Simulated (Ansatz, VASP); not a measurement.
GaGe3: VASP beside Ansatz

The input INCAR:

```
  ALGO = Normal
  EDIFF = 1E-7
  ENCUT = 520
  ISIF = 2
  ISMEAR = -1
  LASPH = True
  LCHARG = False
  LREAL = False
  LWAVE = False
  NBANDS = 36
  NELM = 100
  PREC = Accurate
  SIGMA = 0.05
```

KPOINTS

```
k-points
0
Gamma
  4 4 4
```

Contents of POSCAR:

```
GaGe3
1.0
    0.0000000000      3.3871670000      3.3871670000
    3.3871670000      0.0000000000      3.3871670000
    3.3871670000      3.3871670000      0.0000000000
Ge Ga
3 1
Direct
    0.5000000000      0.5000000000      0.5000000000
    0.7500000000      0.7500000000      0.7500000000
    0.2500000000      0.2500000000      0.2500000000
    0.0000000000      0.0000000000      0.0000000000
```

Contents of input.yaml:

```yaml
crystal:
  lattice:
    - [0.0, 3.387167, 3.387167]
    - [3.387167, 0.0, 3.387167]
    - [3.387167, 3.387167, 0.0]
  atoms:
    - { symbol: Ge, position: [0.5, 0.5, 0.5] }
    - { symbol: Ge, position: [0.75, 0.75, 0.75] }
    - { symbol: Ge, position: [0.25, 0.25, 0.25] }
    - { symbol: Ga, position: [0.0, 0.0, 0.0] }
hamiltonian:
  xc: lda
  pseudopotentials: { kind: paw }
kpoints:
  mp_grid: { grid: [4, 4, 4] }
scf:
  occupations: { method: fermi_dirac, width: 0.05 }
  n_extra_bands: 10
output:
  forces: true
  stress: true
  eigenvalues: true
  dos: { projected: true, de: 0.05, nscf_kmesh: { grid: [6, 6, 6] } }
```

Alike in both runs: functional LDA; k mesh 4 × 4 × 4; occupations fermi-dirac, width 0.05 eV; no spin polarisation.

```csv
,VASP,Ansatz
version,VASP 6.6.1,Ansatz 0.2.0
potentials or method,"VASP PAW LDA potentials, release 64 (Ge_d, Ga_d)",Ansatz PAW
plane-wave cutoff (eV),520,420
valence electrons in the cell,55,55
task,single point,projected density of states
```

```csv
,VASP,Ansatz,Ansatz less VASP
gap on the k mesh at the Fermi level (eV),none,none,-
pressure (GPa),-4.7,-4.8,-0.12
```

LDA's correlation is that of Perdew and Zunger in VASP and of Perdew and Wang (1992) in Ansatz. A gap of «none» marks a metal or a gap that the smearing closes.

The k mesh is coarse, so the values compare programs but aren't converged.
